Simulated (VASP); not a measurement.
# BiTe (Fm-3m) in VASP: notebook, part 2 of 2

VASP 6.6.1. The steps go on from the part before.

### 4 Single point, PBE+D3(BJ)

INCAR

```
PREC = Accurate ; ENCUT = 520
EDIFF = 1E-6 ; ISMEAR = 0
SIGMA = 0.05 ; LREAL = False
LASPH = True ; NELM = 100
ALGO = Normal ; ISIF = 2
LWAVE = False ; LCHARG = False
GGA = PE ; IVDW = 12
NBANDS = 18
```

KPOINTS

```
Automatic mesh
0
Gamma
  6 6 6
```

POSCAR

```
BiTe
1.0
    0.0000000000      3.2072905903      3.2072905903
    3.2072905903      0.0000000000      3.2072905903
    3.2072905903      3.2072905903      0.0000000000
Bi Te
1 1
Direct
    0.5000000000      0.5000000000      0.5000000000
    0.0000000000      0.0000000000      0.0000000000
```

Potentials or basis: VASP PAW PBE potentials, release 64 (Bi_d, Te).

The run is started by

```
cat potpaw_PBE.64/Bi_d/POTCAR potpaw_PBE.64/Te/POTCAR > POTCAR
mpirun -np 1 vasp_std > vasp.out
```

OUTCAR:

```text
PREC = Accurate
   ENCUT = 520
   EDIFF = 1E-6
   ISMEAR = 0
   LREAL = False
   LASPH = True
   NELM = 100
   ISIF = 2
   GGA = PE
   IVDW = 12
 IVDW          = 12

 ion  position               nearest neighbor table
   1  0.500  0.500  0.500-   2 3.21   2 3.21   2 3.21   2 3.21   2 3.21   2 3.21
   2  0.000  0.000  0.000-   1 3.21   1 3.21   1 3.21   1 3.21   1 3.21   1 3.21

  LATTYP: Found a face centered cubic cell.
 ALAT       =     6.4145811806

  Lattice vectors:

 A1 = (   0.0000000000,   3.2072905903,   3.2072905903)
 A2 = (   3.2072905903,   0.0000000000,   3.2072905903)
 A3 = (   3.2072905903,   3.2072905903,   0.0000000000)

Analysis of symmetry for initial positions (statically):
=====================================================================
 Subroutine PRICEL returns:
 Original cell was already a primitive cell.

 Routine SETGRP: Setting up the symmetry group for a
 face centered cubic supercell.

 Subroutine GETGRP returns: Found 48 space group operations
 (whereof 48 operations were pure point group operations)
 out of a pool of 48 trial point group operations.

The static configuration has the point symmetry O_h .

Analysis of symmetry for dynamics (positions and initial velocities):
=====================================================================
 Subroutine PRICEL returns:
 Original cell was already a primitive cell.

 Routine SETGRP: Setting up the symmetry group for a
 face centered cubic supercell.

 Subroutine GETGRP returns: Found 48 space group operations
 (whereof 48 operations were pure point group operations)
 out of a pool of 48 trial point group operations.

The dynamic configuration has the point symmetry O_h .

 Subroutine INISYM returns: Found 48 space group operations
 (whereof 48 operations are pure point group operations),
 and found     1 'primitive' translations

----------------------------------------------------------------------------------------

                                     Primitive cell

  volume of cell :      65.9850

  direct lattice vectors                    reciprocal lattice vectors
     0.000000000  3.207290590  3.207290590    -0.155894823  0.155894823  0.155894823
     3.207290590  0.000000000  3.207290590     0.155894823 -0.155894823  0.155894823
     3.207290590  3.207290590  0.000000000     0.155894823  0.155894823 -0.155894823

  length of vectors
     4.535793851  4.535793851  4.535793851     0.270017755  0.270017755  0.270017755

  position of ions in fractional coordinates (direct lattice)
     0.500000000  0.500000000  0.500000000
     0.000000000  0.000000000  0.000000000

  ion indices of the primitive-cell ions
   primitive index   ion index
                 1           1
                 2           2

----------------------------------------------------------------------------------------

 KPOINTS: Automatic mesh

Automatic generation of k-mesh.
 Grid dimensions read from file:
 generate k-points for:    6    6    6

 Generating k-lattice:

  Cartesian coordinates                     Fractional coordinates (reciprocal lattice)
    -0.025982471  0.025982471  0.025982471     0.166666667  0.000000000  0.000000000
     0.025982471 -0.025982471  0.025982471     0.000000000  0.166666667  0.000000000
     0.025982471  0.025982471 -0.025982471     0.000000000  0.000000000  0.166666667

  Length of vectors
     0.045002959  0.045002959  0.045002959

  Shift w.r.t. Gamma in fractional coordinates (k-lattice)
     0.000000000  0.000000000  0.000000000

 Subroutine IBZKPT returns following result:
 ===========================================

 Found     16 irreducible k-points:

 Following reciprocal coordinates:
            Coordinates               Weight
  0.000000  0.000000  0.000000      1.000000
  0.166667  0.000000  0.000000      8.000000
  0.333333  0.000000  0.000000      8.000000
  0.500000  0.000000  0.000000      4.000000
  0.166667  0.166667  0.000000      6.000000
  0.333333  0.166667  0.000000     24.000000
[... 8 lines left out ...]
 -0.333333  0.333333  0.166667     24.000000
 -0.333333  0.500000  0.166667     12.000000
   k-points           NKPTS =     16   k-points in BZ     NKDIM =     16   number of bands    NBANDS=     18
   number of dos      NEDOS =    301   number of ions     NIONS =      2
   total plane-waves  NPLWV =  46656
   dimension x,y,z NGX =    36 NGY =   36 NGZ =   36
   dimension x,y,z NGXF=    72 NGYF=   72 NGZF=   72
   ions per type =               1   1
   NGX,Y,Z   is equivalent  to a cutoff of  13.19, 13.19, 13.19 a.u.
   NGXF,Y,Z  is equivalent  to a cutoff of  26.39, 26.39, 26.39 a.u.
 SYSTEM =  unknown system
   PREC   = accura    normal or accurate (medium, high low for compatibility)
   ISTART =      0    job   : 0-new  1-cont  2-samecut
   ICHARG =      2    charge: 1-file 2-atom 10-const
   ISPIN  =      1    spin polarized calculation?
   LNONCOLLINEAR =      F non collinear calculations
   LSORBIT =      F    spin-orbit coupling
   LASPH  =      T    aspherical Exc in radial PAW
   ENCUT  =  520.0 eV  38.22 Ry    6.18 a.u.   8.43  8.43  8.43*2*pi/ulx,y,z
   NELM   =    100;   NELMIN=  2; NELMDL= -5     # of ELM steps
   EDIFF  = 0.1E-05   stopping-criterion for ELM
   LREAL  =      F    real-space projection
   EDIFFG = 0.1E-04   stopping-criterion for IOM
   NSW    =      0    number of steps for IOM
   IBRION =     -1    ionic relax: 0-MD 1-quasi-New 2-CG
   NFREE  =      0    steps in history (QN), initial steepest desc. (CG)
   ISIF   =      2    stress and relaxation
   ISYM   =      2    0-nonsym 1-usesym 2-fastsym
   POTIM  = 0.5000    time-step for ionic-motion
   TEBEG  =    0.0;   TEEND  =   0.0 temperature during run
   PSTRESS=    0.0 pullay stress
   NELECT =      21.0000    total number of electrons
   NUPDOWN=      -1.0000    fix difference up-down
   EMIN   =  10.00;   EMAX   =-10.00  energy-range for DOS
   EFERMI =   0.00;   METHOD = LEGACY
   ISMEAR =     0;   SIGMA  =   0.05  broadening in eV -4-tet -1-fermi 0-gaus
   EFERMI_NEDOS =   21; number of points for ismear=-14 and -15
   IALGO  =     38    algorithm
   IMIX   =      4    mixing-type and parameters
     AMIX     =   0.40;   BMIX     =  1.00
     AMIX_MAG =   1.60;   BMIX_MAG =  1.00
  volume/ion in A,a.u.               =      32.99       222.64
  Fermi-wavevector in a.u.,A,eV,Ry     =   1.117720  2.112184 16.997726  1.249298
  Thomas-Fermi vector in A             =   2.254345
   LORBIT       =      0    0 simple, 1 ext, 2 COOP (PROOUT), +10 PAW based schemes
   GGA     = PE    functional components
   LHFCALC =     F    Hartree Fock is set to
   AEXX    =    0.0000 exact exchange contribution
   IVDW    =    12    specifies the selected vdW correction
   LEPSILON=     F    determine dielectric tensor
   LRPA    =     F    only Hartree local field effects (RPA)
 non-spin polarized calculation
 Gauss-broadening in eV      SIGMA  =   0.05
  energy-cutoff  :      520.00
  volume of cell :       65.98
 maximum number of plane-waves:      1807
 NGX is ok and might be reduce to    36
   NGX = 17   NGY = 17   NGZ = 17

 number of electron      21.0000005 magnetization

 Free energy of the ion-electron system (eV)
  ---------------------------------------------------
  ext. energy  EPLUGINS =         0.00000000
  ---------------------------------------------------
  free energy    TOTEN  =        -7.14446516 eV

  energy without entropy =       -7.13941696  energy(sigma->0) =       -7.14194106

 E-fermi :   6.8399     XC(G=0):  -9.5486

 val. band max:        6.8392151094   @ k =   0.3333   0.0000   0.0000
 cond. band min:       6.9908911907   @ k =   0.3333   0.0000   0.0000
 fundamental gap:      0.1516760813
 Fermi energy:         6.8398986912

 k-point     1 :       0.0000    0.0000    0.0000
  band No.  band energies     occupation
      1     -16.1866      2.00000
      2     -16.1866      2.00000
      3     -16.1822      2.00000
      4     -16.1822      2.00000
      5     -16.1822      2.00000
      6      -6.7348      2.00000
[... 10 lines left out ...]
     17      13.2090      0.00000
     18      13.4553      0.00000
[... 295 lines left out ...]
 k-point    16 :      -0.3333    0.5000    0.1667
  band No.  band energies     occupation
      1     -16.1992      2.00000
      2     -16.1848      2.00000
      3     -16.1823      2.00000
      4     -16.1745      2.00000
      5     -16.1704      2.00000
      6      -4.5767      2.00000
[... 10 lines left out ...]
     17      17.2011      0.00000
     18      17.4389      0.00000

------------------------ aborting loop because EDIFF is reached ----------------------------------------

 Edisp (eV)   -0.92770

 E8    (eV) :    -0.4438

  FORCE on cell =-STRESS in cart. coord.  units (eV):
  Direction    XX          YY          ZZ          XY          YZ          ZX
  --------------------------------------------------------------------------------------
  -------------------------------------------------------------------------------------
  Total      -0.03069    -0.03069    -0.03069    -0.00000    -0.00000     0.00000
  in kB      -0.74518    -0.74518    -0.74518    -0.00000    -0.00000     0.00000
  external pressure =       -0.75 kB  Pullay stress =        0.00 kB

 VOLUME and BASIS-vectors are now :
 -----------------------------------------------------------------------------
  energy-cutoff  :      520.00
  volume of cell :       65.98
      direct lattice vectors                 reciprocal lattice vectors
     0.000000000  3.207290590  3.207290590    -0.155894823  0.155894823  0.155894823
     3.207290590  0.000000000  3.207290590     0.155894823 -0.155894823  0.155894823
     3.207290590  3.207290590  0.000000000     0.155894823  0.155894823 -0.155894823

 POSITION                                       TOTAL-FORCE (eV/Angst)
 -----------------------------------------------------------------------------------
      3.20729      3.20729      3.20729        -0.000000     -0.000000      0.000000
      0.00000      0.00000      0.00000         0.000000      0.000000     -0.000000
 -----------------------------------------------------------------------------------
    total drift:                                0.000000      0.000000      0.000000

  FREE ENERGIE OF THE ION-ELECTRON SYSTEM (eV)
  ---------------------------------------------------
  free  energy   TOTEN  =        -8.0721698304 eV

  energy  without entropy=       -8.0671216319  energy(sigma->0) =       -8.06964573
```

OSZICAR:

```text
N       E                     dE             d eps       ncg     rms          rms(c)
DAV:   1     0.155935456859E+03    0.15594E+03   -0.99385E+03   576   0.113E+03
DAV:   2     0.493897875431E+01   -0.15100E+03   -0.14692E+03   620   0.308E+02
DAV:   3    -0.681545727480E+01   -0.11754E+02   -0.11673E+02   696   0.884E+01
DAV:   4    -0.715199830024E+01   -0.33654E+00   -0.33585E+00   738   0.157E+01
DAV:   5    -0.716538601276E+01   -0.13388E-01   -0.13386E-01   792   0.297E+00    0.705E+00
DAV:   6    -0.714017511447E+01    0.25211E-01   -0.84876E-02   778   0.182E+00    0.412E+00
DAV:   7    -0.714438922750E+01   -0.42141E-02   -0.21713E-02   658   0.746E-01    0.543E-01
DAV:   8    -0.714432420717E+01    0.65020E-04   -0.32957E-03   724   0.386E-01    0.138E-01
DAV:   9    -0.714446000800E+01   -0.13580E-03   -0.33880E-04   642   0.112E-01    0.518E-02
DAV:  10    -0.714446224276E+01   -0.22348E-05   -0.15261E-05   804   0.228E-02    0.266E-02
DAV:  11    -0.714446536701E+01   -0.31243E-05   -0.15618E-05   622   0.278E-02    0.574E-03
DAV:  12    -0.714446516102E+01    0.20599E-06   -0.20409E-06   540   0.119E-02
   1 F= -.80721698E+01 E0= -.80696457E+01  d E =-.504820E-02
```

stdout:

```text
POSCAR found type information on POSCAR BiTe
 POSCAR found :  2 types and       2 ions
 scaLAPACK will be used
 LDA part: xc-table for (Slater+PW92), standard interpolation
 POSCAR, INCAR and KPOINTS ok, starting setup
 FFT: planning ... GRIDC
 FFT: planning ... GRID_SOFT
 FFT: planning ... GRID
 WAVECAR not read
 entering main loop
```

It took 16 s on 1 thread of Intel Xeon Platinum 8488C (Sapphire Rapids), shared host; peak memory 0.21 GiB.

Results:

| Quantity | Value |
| --- | --- |
| Free energy | -8.0722 eV |
| Pressure | -0.1 GPa |
| Dispersion energy per atom | -0.464 eV |

Levels at points of the mesh, in eV from the Fermi level:
| k point | band 6 | band 7 | band 8 | band 9 | band 10 | band 11 | band 12 | band 13 | band 14 | band 15 |
| --- | --- | --- | --- | --- | --- | --- | --- | --- | --- | --- |
| (0.00, 0.00, 0.00) | -13.57 | -7.90 | -2.48 | -2.48 | -2.48 | 2.34 | 2.34 | 2.34 | 4.76 | 4.76 |
| (0.50, 0.00, 0.00) | -11.55 | -11.21 | -1.84 | -1.84 | -1.46 | -0.69 | -0.53 | -0.53 | 7.51 | 7.97 |
| (0.50, 0.50, 0.00) | -11.73 | -9.82 | -5.71 | -4.01 | -4.01 | 2.28 | 3.85 | 3.85 | 5.28 | 8.87 |

Caveat: spin-orbit coupling is left out, which moves the levels of the heavy elements; pairwise dispersion overbinds metals, which lowers pressure and volume.

### 5 Single point, PBE+D3(BJ) (volume scaled by 0.98)

INCAR

```
SYSTEM = BiTe
PREC     = Accurate       ! precision mode
ENCUT    = 520            ! plane-wave cutoff, eV
EDIFF    = 1E-6           ! SCF threshold, eV
ISMEAR   = 0              ! smearing method
SIGMA    = 0.05           ! smearing width, eV
LREAL    = .False.        ! projectors in reciprocal space
LASPH    = .True.         ! aspherical terms in the spheres
NELM     = 60             ! most SCF steps
ALGO     = Normal         ! electronic algorithm
ISIF     = 2              ! what is computed and relaxed
LWAVE    = .False.        ! write WAVECAR
LCHARG   = .False.        ! write CHGCAR
GGA      = PE             ! functional
IVDW     = 12             ! dispersion correction
NBANDS   = 18             ! bands
```

KPOINTS

```
Automatic mesh
0
Gamma
  6 6 6
  0 0 0
```

POSCAR

```
BiTe
1.0
    0.0000000000      3.1857645015      3.1857645015
    3.1857645015      0.0000000000      3.1857645015
    3.1857645015      3.1857645015      0.0000000000
Bi Te
1 1
Direct
    0.5000000000      0.5000000000      0.5000000000
    0.0000000000      0.0000000000      0.0000000000
```

Potentials or basis: VASP PAW PBE potentials, release 64 (Bi_d, Te).

The run is started by

```
cat potpaw_PBE.64/Bi_d/POTCAR potpaw_PBE.64/Te/POTCAR > POTCAR
mpirun -np 1 vasp_std > vasp.out
```

OUTCAR:

```text
SYSTEM = BiTe
   PREC = Accurate
   ENCUT = 520
   EDIFF = 1E-6
   ISMEAR = 0
   LREAL = .False.
   LASPH = .True.
   NELM = 60
   ISIF = 2
   GGA = PE
   IVDW = 12
 IVDW          = 12

 ion  position               nearest neighbor table
   1  0.500  0.500  0.500-   2 3.19   2 3.19   2 3.19   2 3.19   2 3.19   2 3.19
   2  0.000  0.000  0.000-   1 3.19   1 3.19   1 3.19   1 3.19   1 3.19   1 3.19

  LATTYP: Found a face centered cubic cell.
 ALAT       =     6.3715290030

  Lattice vectors:

 A1 = (   0.0000000000,   3.1857645015,   3.1857645015)
 A2 = (   3.1857645015,   0.0000000000,   3.1857645015)
 A3 = (   3.1857645015,   3.1857645015,   0.0000000000)

Analysis of symmetry for initial positions (statically):
=====================================================================
 Subroutine PRICEL returns:
 Original cell was already a primitive cell.

 Routine SETGRP: Setting up the symmetry group for a
 face centered cubic supercell.

 Subroutine GETGRP returns: Found 48 space group operations
 (whereof 48 operations were pure point group operations)
 out of a pool of 48 trial point group operations.

The static configuration has the point symmetry O_h .

Analysis of symmetry for dynamics (positions and initial velocities):
[... 153 lines left out ...]
 val. band max:        7.0766007681   @ k =  -0.3333   0.1667   0.0000
 cond. band min:       7.0996819325   @ k =   0.3333   0.0000   0.0000
 fundamental gap:      0.0230811644
 Fermi energy:         7.0980624652

 k-point     1 :       0.0000    0.0000    0.0000
  band No.  band energies     occupation
      1     -15.9366      2.00000
      2     -15.9366      2.00000
      3     -15.9311      2.00000
      4     -15.9311      2.00000
      5     -15.9311      2.00000
      6      -6.6282      2.00000
[... 313 lines left out ...]
      5     -15.9182      2.00000
      6      -4.3951      2.00000
[... 10 lines left out ...]
     17      17.5515      0.00000
     18      17.7145      0.00000

------------------------ aborting loop because EDIFF is reached ----------------------------------------

 Edisp (eV)   -0.94731

 E8    (eV) :    -0.4531

  FORCE on cell =-STRESS in cart. coord.  units (eV):
  Direction    XX          YY          ZZ          XY          YZ          ZX
  --------------------------------------------------------------------------------------
  -------------------------------------------------------------------------------------
  Total       0.39288     0.39288     0.39288     0.00000     0.00000    -0.00000
  in kB       9.73420     9.73420     9.73420     0.00000     0.00000    -0.00000
  external pressure =        9.73 kB  Pullay stress =        0.00 kB

 VOLUME and BASIS-vectors are now :
 -----------------------------------------------------------------------------
  energy-cutoff  :      520.00
  volume of cell :       64.67
      direct lattice vectors                 reciprocal lattice vectors
     0.000000000  3.185764502  3.185764502    -0.156948199  0.156948199  0.156948199
     3.185764502  0.000000000  3.185764502     0.156948199 -0.156948199  0.156948199
     3.185764502  3.185764502  0.000000000     0.156948199  0.156948199 -0.156948199

 POSITION                                       TOTAL-FORCE (eV/Angst)
 -----------------------------------------------------------------------------------
      3.18576      3.18576      3.18576        -0.000000     -0.000000      0.000000
      0.00000      0.00000      0.00000         0.000000      0.000000      0.000000
 -----------------------------------------------------------------------------------
    total drift:                                0.000000      0.000000      0.000000

  FREE ENERGIE OF THE ION-ELECTRON SYSTEM (eV)
  ---------------------------------------------------
  free  energy   TOTEN  =        -8.0681742834 eV

  energy  without entropy=       -8.0629624976  energy(sigma->0) =       -8.06556839
```

stdout:

```text
POSCAR found type information on POSCAR BiTe
 POSCAR found :  2 types and       2 ions
 scaLAPACK will be used
 LDA part: xc-table for (Slater+PW92), standard interpolation
 POSCAR, INCAR and KPOINTS ok, starting setup
 FFT: planning ... GRIDC
 FFT: planning ... GRID_SOFT
 FFT: planning ... GRID
 WAVECAR not read
 entering main loop
```

Wall time 16 s (1 thread of Intel Xeon Platinum 8488C (Sapphire Rapids), shared host); peak memory 0.21 GiB.

What came out:

```
Free energy                : -8.0682 eV
Pressure                   : 1.0 GPa
Dispersion energy per atom : -0.474 eV
```

Caveat: spin-orbit coupling is left out, which moves the levels of the heavy elements; pairwise dispersion overbinds metals, which lowers pressure and volume.

### 6 Overview

```tsv
level	cell	gap on the mesh (eV)	pressure (GPa)
PBE+D4	a = 4.536 Å, angles 60.0°, 2 atoms	none	-0.1
PBE+D4	a = 4.505 Å, angles 60.0°, 2 atoms	none	1.0
PBE+D3(BJ)	a = 4.536 Å, angles 60.0°, 2 atoms	none	-0.1
PBE+D3(BJ)	a = 4.505 Å, angles 60.0°, 2 atoms	none	1.0
```

Alike in all rows: task single point; potentials or basis VASP PAW PBE potentials, release 64 (Bi_d, Te); no spin polarisation; k mesh 6 × 6 × 6; cutoff (eV) 520; smearing gaussian 0.05 eV.

Caveats: spin-orbit coupling is left out, which moves the levels of the heavy elements; pairwise dispersion overbinds metals, which lowers pressure and volume.

Absolute energies hang on the potentials; compare differences alone.
